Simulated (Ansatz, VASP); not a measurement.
HPbNO4 in VASP and in Ansatz

```
H Pb N O
1.0
     4.27531   -0.00040    0.00636
    -2.08399    5.20775   -0.04907
    -2.12377   -1.86574    4.91491
H Pb N O
1 1 1 4
Cartesian
  2.2338 -1.5247 4.4769
  0.1373 4.0030 0.6652
  -2.0197 1.5311 2.4473
  2.2736 4.7756 0.1022
  -1.9905 2.6889 2.9560
  2.2225 1.4102 1.1945
  -2.0163 0.5081 3.1892
```

Alike in both runs: functional LDA; k mesh 6 × 4 × 4; occupations fermi-dirac, width 0.05 eV; no spin polarisation.

|  | VASP | Ansatz |
| --- | --- | --- |
| version | VASP 6.6.1 | Ansatz 0.2.0 |
| potentials or method | VASP PAW LDA potentials, release 64 (H, Pb_d, N, O), cutoff 520 eV | all-electron LAPW, scalar-relativistic |
| task | single point | band structure |

VASP gave:

| Property | Result |
| --- | --- |
| gap on the k mesh at the Fermi level (eV) | 2.77 |
| least direct gap on the mesh (eV) | 3.10 |
| pressure (GPa) | -4.4 |
| traceless stress, the component that is largest in VASP (GPa) | -0.45 |
| rms of the force components (eV/Å) | 0.244 |

Q: Estimate Ansatz's values.

A: gap on the k mesh at the Fermi level (eV): 2.81; least direct gap on the mesh (eV): 3.14; pressure (GPa): -5.3; traceless stress, the component that is largest in VASP (GPa): -0.31; rms of the force components (eV/Å): 0.368.

LDA's correlation is that of Perdew and Zunger in VASP and of Perdew and Wang (1992) in Ansatz. Atom by atom the forces differ by 0.196 eV/Å (rms over components). One of these differences is far larger than is usual between the two programs; its cause wasn't traced. Ansatz ran all-electron here, and VASP with PAW potentials.

Neither program's run includes spin-orbit coupling.
